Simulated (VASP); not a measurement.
## Fe: single point with PBE

Fe:

```
CELL_PARAMETERS angstrom
-1.41559 1.41559 1.41559
1.41559 -1.41559 1.41559
1.41559 1.41559 -1.41559
ATOMIC_POSITIONS crystal
Fe 0.00000 0.00000 0.00000
```

- Program: VASP 6.6.1
- Task: single point
- Functional: PBE
- Potentials or basis: VASP PAW PBE potentials, release 64 (Fe)
- Cutoff: 520 eV
- k mesh: 22 × 22 × 22
- Occupations: fermi-dirac, width 0.05 eV
- Spin: collinear spin, ferromagnetic start
- Starting moments: [2.43] μB

```yaml
Pressure: -0.4 GPa
Net_moment: 2.18 μB per cell
Site_moments: Fe +2.18 μB
Valence_electrons_inside_the_program's_atomic_spheres: Fe 7.27
```

Levels at points of the mesh, in eV from the Fermi level:
Spin up:
```
           k point  band 1  band 2  band 3  band 4  band 5  band 6  band 7  band 8  band 9  band 10
(0.00, 0.00, 0.00)   -8.43   -2.29   -2.29   -2.29   -1.08   -1.08   25.04   25.04   25.04    30.13
(0.50, 0.00, 0.00)   -4.92   -3.38   -1.01   -0.89    0.40    0.53    7.38   18.38   20.25    23.52
(0.50, 0.50, 0.50)   -4.84   -4.84    0.13    0.13    0.13    9.95    9.95    9.95   15.67    15.67
```
Spin down:
```
           k point  band 1  band 2  band 3  band 4  band 5  band 6
(0.00, 0.00, 0.00)   -8.26   -0.40   -0.40   -0.40    1.66    1.66
(0.50, 0.00, 0.00)   -3.64   -1.68    0.64    1.52    1.92    2.60
(0.50, 0.50, 0.50)   -3.03   -3.03    2.30    2.30    2.30   10.22
```

Run time: 44 s on 1 thread of AMD EPYC 9R45 (Zen 5), on a shared host, peak memory 0.15 GiB.
